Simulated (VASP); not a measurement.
WC: single point with PBE+D3(BJ)

Crystal: WC.

```
CELL_PARAMETERS angstrom
-2.98917 -5.17740 0.00000
4.48376 -2.58870 0.00000
0.00000 0.00000 5.84933
ATOMIC_POSITIONS crystal
W 0.78048 0.46372 0.00819
W 0.80331 0.44336 0.50536
W 0.53308 0.96170 0.02253
W 0.53129 0.96813 0.50336
W 0.28840 0.49976 0.02245
W 0.27189 0.46892 0.52799
W 0.02378 0.96503 0.01602
W 0.03666 0.98710 0.51809
C 0.53060 0.64389 0.27010
C 0.52388 0.61122 0.74691
C 0.27307 0.14931 0.26865
C 0.27294 0.13184 0.77089
C 0.02087 0.63219 0.27330
C 0.03504 0.62649 0.81220
C 0.79926 0.12562 0.27453
C 0.78543 0.10257 0.73949
```

```yaml
Program: VASP 6.6.1
Task: single point
Functional: PBE
Dispersion: D3(BJ)
Potentials_or_basis: VASP PAW PBE potentials, release 64 (W_sv, C)
Cutoff: 520 eV
k_mesh: 2 × 2 × 2
Occupations: fermi-dirac, width 0.24 eV
Spin: no spin polarisation
Dipole_correction: no
Further_INCAR_settings: LREAL = Auto; ALGO = Normal; EDIFF = 1e-06; NBANDS = 86
```

```
Pressure                   : -22.1 GPa
Largest force              : 4.221 eV/Å
Band gap on the k mesh     : zero (bands 72 and 73 overlap by 0.08 eV)
Dispersion energy per atom : -0.423 eV
```

Forces in eV/Å, atoms in the order of the input:
```
W    0.143  0.386  1.194
W    3.794  1.176  1.429
W    1.069 -0.377 -1.636
W   -0.463  0.464  1.735
W   -3.341  2.168  0.564
W   -0.313 -0.927 -1.346
W    0.222 -0.925  0.431
W   -3.189  1.134 -0.543
C   -0.603 -0.058 -0.117
C    0.354 -1.737  1.100
C   -0.504 -0.662 -0.307
C   -0.268 -0.820  0.119
C    0.064 -1.169 -0.357
C    0.237  0.276 -3.189
C    1.269  1.106 -1.295
C    1.531 -0.033  2.219
```

Stress tensor (GPa, compression positive):
```
-19.79  -0.12   0.00
 -0.12 -19.24  -0.11
  0.00  -0.11 -27.12
```

Levels at points of the mesh, in eV from the Fermi level:
| k point | band 70 | band 71 | band 72 | band 73 | band 74 | band 75 |
| --- | --- | --- | --- | --- | --- | --- |
| (0.00, 0.00, 0.00) | -0.57 | -0.47 | -0.15 | 0.01 | 0.70 | 0.75 |
| (0.50, 0.00, 0.00) | -0.85 | -0.13 | -0.08 | 0.15 | 0.38 | 0.43 |
| (0.00, 0.50, 0.00) | -0.68 | -0.33 | -0.26 | 0.88 | 1.01 | 1.60 |
| (0.50, 0.50, 0.00) | -1.69 | -1.30 | -1.22 | 1.15 | 1.35 | 1.48 |
| (0.00, 0.00, 0.50) | -1.06 | -0.07 | 0.07 | 0.28 | 0.52 | 0.62 |
| (0.50, 0.00, 0.50) | -1.05 | -1.03 | -0.89 | -0.01 | 0.28 | 0.41 |
| (0.00, 0.50, 0.50) | -1.28 | -1.15 | -1.05 | 0.44 | 0.50 | 1.02 |
| (0.50, 0.50, 0.50) | -1.47 | -1.33 | -1.26 | 0.79 | 1.13 | 1.24 |

It took 8.1 min on 1 thread of Intel Xeon 8259CL, with other jobs on the host, peak memory 0.33 GiB.

Caveat: the k points lie up to 0.61 Å⁻¹ apart; the atoms stand as in a frame of molecular dynamics; spin-orbit coupling is left out, which moves the levels of the heavy elements; forces of over 1 eV/Å act on the atoms, so gaps and moduli don't describe the material at rest.
